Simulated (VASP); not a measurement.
A run of VASP 6.6.1 is set up as follows.

The input INCAR:

```
ALGO = Normal
EDIFF = 1E-6
ENCUT = 520
GGA = PE
GGA_COMPAT = F
ISIF = 2
ISMEAR = 0
IVDW = 12
LASPH = T
LCHARG = T
LELF = T
LREAL = F
LVHAR = T
LWAVE = F
NBANDS = 76
NELM = 120
NELMDL = -8
PREC = Accurate
SIGMA = 0.15
```

File KPOINTS:

```
k-points
0
Gamma
  3 3 1
```

POSCAR

```
Sr12HO
1.0
    8.5984180000      0.0000000000      0.0000000000
    4.2992090000      7.4464490000      0.0000000000
    0.0000000000      0.0000000000     18.0205790000
Sr O H
12 1 1
Direct
    0.1666667136      0.1666666890      0.0554921127
    0.6666667136      0.1666666890      0.0554921127
    0.1666666219      0.6666667562      0.0554921127
    0.6666666219      0.6666667562      0.0554921127
   -0.1661745532      0.3330997097      0.2415957334
    0.3329395837      0.3328280366      0.2416436231
   -0.1668888535      0.8334219438      0.2359221643
    0.3329029903      0.8342341430      0.2416329131
   -0.0079453682     -0.0092683103      0.4289382711
    0.5186149321     -0.0093005404      0.4288965410
   -0.0078999780      0.5171663702      0.4289418226
    0.5005846136      0.4997091902      0.4216511023
   -0.1657090908      0.8328366984      0.4787436630
   -0.1657007806      0.8328749717      0.5329923084
```

Potentials or basis: VASP PAW PBE potentials, release 64 (Sr_sv, O, H).

Command:

```console
$ cat potpaw_PBE.64/Sr_sv/POTCAR potpaw_PBE.64/O/POTCAR potpaw_PBE.64/H/POTCAR > POTCAR
$ mpirun -np 1 vasp_std > vasp.out
```

**Question.** Estimate the dispersion energy per atom.

**Answer.** -0.133 eV.

**Question.** Estimate the band gap on the k mesh.

**Answer.** Zero (an odd number of electrons rules out a gap without spin polarisation).

**Question.** Predict the largest force.

**Answer.** 0.123 eV/Å.

Forces on the atoms (eV/Å):
```
Sr   0.000  0.000  0.027
Sr   0.000  0.019 -0.012
Sr   0.017 -0.010 -0.011
Sr  -0.017 -0.009 -0.012
Sr   0.004 -0.002  0.000
Sr   0.000  0.002 -0.002
Sr   0.004 -0.002  0.004
Sr  -0.001 -0.001 -0.002
Sr   0.020  0.015 -0.013
Sr  -0.023  0.013 -0.010
Sr  -0.003 -0.024 -0.012
Sr   0.001 -0.001  0.005
O    0.000  0.000 -0.084
H    0.000  0.000  0.123
```

Caveat: there is no dipole correction, which matters where the two faces differ; an odd number of electrons without spin polarisation forces a metal; a magnetic or distorted state may lie lower.
